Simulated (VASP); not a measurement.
## Ru: single point with PBEsol

Ru:

```
Ru
1.0
     2.69200    0.00000    0.00000
    -1.34600    2.33134    0.00000
     0.00000    0.00000    4.24609
Ru
2
Cartesian
  0.0000 1.5542 1.0615
  1.3460 0.7771 3.1846
```

```
Program                : VASP 6.6.1
Task                   : single point
Functional             : PBEsol
Potentials or basis    : VASP PAW PBE potentials, release 64 (Ru_pv)
Cutoff                 : 520 eV
k mesh                 : 14 × 14 × 8
Occupations            : fermi-dirac, width 0.05 eV
Spin                   : no spin polarisation
Dipole correction      : no
Further INCAR settings : ALGO = Normal; EDIFF = 1e-06; NBANDS = 21
```

```json
{
  "Pressure": "0.0 GPa",
  "Band gap on the k mesh": "zero (band 14 reaches 14.72 eV, above the bottom of band 15 at 11.47 eV)"
}
```

Levels at points of the mesh, in eV from the Fermi level:
| k point | band 12 | band 13 | band 14 | band 15 | band 16 | band 17 |
| --- | --- | --- | --- | --- | --- | --- |
| (0.00, 0.00, 0.00) | -1.96 | -1.96 | -1.45 | -1.45 | 1.23 | 1.23 |
| (0.50, 0.00, 0.00) | -1.87 | -1.55 | 1.47 | 1.91 | 2.01 | 4.16 |
| (0.00, 0.00, 0.50) | -2.86 | -2.78 | -2.78 | 0.58 | 0.58 | 0.58 |
| (0.50, 0.00, 0.50) | -1.10 | 0.44 | 0.44 | 1.74 | 1.74 | 3.44 |

Wall time 24 s on 1 thread of Intel(R) Xeon(R) Platinum 8488C (Sapphire Rapids) (shared host), peak memory 0.17 GiB.

Caveat: the PAW data sets were made with another functional, which shifts forces and pressure a little.
